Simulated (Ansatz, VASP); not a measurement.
**One calculation of Ir, two programs**

The input INCAR:

```
SYSTEM = Ir
PREC = Accurate
ENCUT = 520
EDIFF = 1E-6
ISMEAR = -1
SIGMA = 0.05
LREAL = .FALSE.
LASPH = .TRUE.
NELM = 150
ALGO = Normal
ISIF = 2
LWAVE = .FALSE.
LCHARG = .FALSE.
ISPIN = 2
MAGMOM = 1
LORBIT = 11
LMAXMIX = 4
GGA = RE
NBANDS = 14
```

Contents of KPOINTS:

```
regular mesh
0
G
  23 23 23
  0 0 0
```

Contents of POSCAR:

```
Ir
1.0
    0.0000000000      1.9151186272      1.9151186272
    1.9151186272      0.0000000000      1.9151186272
    1.9151186272      1.9151186272      0.0000000000
Ir
1
Direct
    0.0000000000      0.0000000000      0.0000000000
```

Input for Ansatz:

```yaml
crystal:
  lattice:
    - [0.0, 1.9151186272, 1.9151186272]
    - [1.9151186272, 0.0, 1.9151186272]
    - [1.9151186272, 1.9151186272, 0.0]
  atoms:
    - { symbol: Ir, position: [0.0, 0.0, 0.0], spin: 1.0 }
hamiltonian:
  xc: revpbe
  pseudopotentials:
    kind: paw
    azcp:
      Ir: "pseudopotentials/Ir.paw.azcp"
basis:
  ecutwfc: 420
  fft_grid_basis: typed
kpoints:
  mp_grid: { grid: [23, 23, 23], shift: [0, 0, 0] }
magnetization:
  spin_polarized: true
scf:
  occupations: { method: fermi_dirac, width: 0.05 }
output:
  stress: true
```

Alike in both runs: task single point; functional revPBE; k mesh 23 × 23 × 23; occupations fermi-dirac, width 0.05 eV; collinear spin.

```csv
,VASP,Ansatz
version,VASP 6.6.1,Ansatz 0.2.0
potentials or method,"VASP PAW PBE potentials, release 64 (Ir), cutoff 520 eV","plane waves (420 eV) with PAW, scalar-relativistic"
valence electrons in the cell,9,17
```

|  | VASP | Ansatz | Ansatz less VASP |
| --- | --- | --- | --- |
| pressure (GPa) | 15.4 | 14.9 | -0.54 |
| net moment per atom (μB) | 0.00 | 0.00 | 0.000 |

VASP's potentials were made for PBE, not for revPBE. VASP's potentials hold 9 valence electrons a cell and Ansatz's 17, so a difference there can come from the potentials and not from the codes. Ansatz's warnings: seeded moment not kept.

Neither program's run includes spin-orbit coupling.
